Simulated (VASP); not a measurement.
Write the native input for VASP 6.6.1 that does the following.

| Item | Value |
| --- | --- |
| Task | single point |
| Functional | PBEsol |
| Potentials or basis | VASP PAW PBE potentials, release 64 (Ni) |
| Cutoff | 520 eV |
| k mesh | 20 × 20 × 20 |
| Occupations | fermi-dirac, width 0.05 eV |
| Spin | collinear spin, ferromagnetic start |
| Starting moments | [1.0] μB |
| Dipole correction | no |
| Further INCAR settings | ALGO = Normal; EDIFF = 1e-06; NBANDS = 15 |

The structure of Ni lies in POSCAR:

```
Ni
1.0
    0.0000000000      1.5520100705      1.5520100705
    1.5520100705      0.0000000000      1.5520100705
    1.5520100705      1.5520100705      0.0000000000
Ni
1
Direct
    0.0000000000      0.0000000000      0.0000000000
```

This cell differs from its parent crystal: volume scaled by 0.72.

These files were run (other wordings do the same):

INCAR

```
SYSTEM = Ni
ALGO = Normal
EDIFF = 1E-6
ENCUT = 520
GGA = PS
ISIF = 2
ISMEAR = -1
ISPIN = 2
LASPH = .True.
LCHARG = .False.
LMAXMIX = 4
LORBIT = 11
LREAL = .False.
LWAVE = .False.
MAGMOM = 1
NBANDS = 15
NELM = 150
PREC = Accurate
SIGMA = 0.05
```

KPOINTS

```
k-points
0
Gamma
  20 20 20
  0 0 0
```

Potentials or basis: VASP PAW PBE potentials, release 64 (Ni).

Launch:

```console
$ cat potpaw_PBE.64/Ni/POTCAR > POTCAR
$ mpirun -np 1 vasp_std > vasp.out
```

Results of the run:

```yaml
Pressure: 165.0 GPa
Net_moment: 0.49 μB per cell
Site_moments: Ni +0.47 μB
```

Caveat: the PAW data sets were made with another functional, which shifts forces and pressure a little.

Wall time 18 s on 1 thread of Intel(R) Xeon(R) 6975P-C (Granite Rapids), on a shared host, peak memory 0.15 GiB.
